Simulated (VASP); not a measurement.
Runs of VASP 6.6.1 on SnSe2. The structure is that of space group P-3m1 (No. 164), or close to it. The cells are those of the table. 

```csv
cell,gap on the mesh (eV),pressure (GPa),largest force (eV/Å)
"a = 3.492, b = 3.492, c = 7.310 Å, angles 90.0, 90.0, 120.0°, 3 atoms",none,6.4,0.83
"a = 3.750, b = 3.750, c = 6.340 Å, angles 90.0, 90.0, 120.0°, 3 atoms",(b),5.5,0.46
"a = 3.586, b = 3.586, c = 6.930 Å, angles 90.0, 90.0, 120.0°, 3 atoms",none,(a),0.46
"a = 3.918, b = 3.918, c = 5.805 Å, angles 90.0, 90.0, 120.0°, 3 atoms",0.15,5.1,1.08
"a = 4.023, b = 4.023, c = 5.507 Å, angles 90.0, 90.0, 120.0°, 3 atoms",0.07,(c),1.26
```

Alike in all rows: task single point; level PBE; potentials or basis VASP PAW PBE potentials, release 64 (Sn_d, Se); no spin polarisation; k mesh 12 × 12 × 6; cutoff (eV) 520; smearing gaussian 0.05 eV.

Estimate the missing entries.

(a) 5.8; (b) 0.64; (c) 4.7.

Caveats: the cell stands under pressure; spin-orbit coupling is left out, which moves the levels of the heavy elements; this functional lacks dispersion, which binds the layers, so the pressure and a relaxed spacing across them are unreliable (at least some runs); semilocal functionals underestimate gaps, so a narrow gap can read as zero (at least some runs); forces of over 1 eV/Å act on the atoms, so gaps and moduli don't describe the material at rest (at least some runs).

A k mesh can miss the band edges, and the runs leave out spin-orbit coupling on Se, Sn.

A gap of «none» marks levels without a gap at the run's occupations.
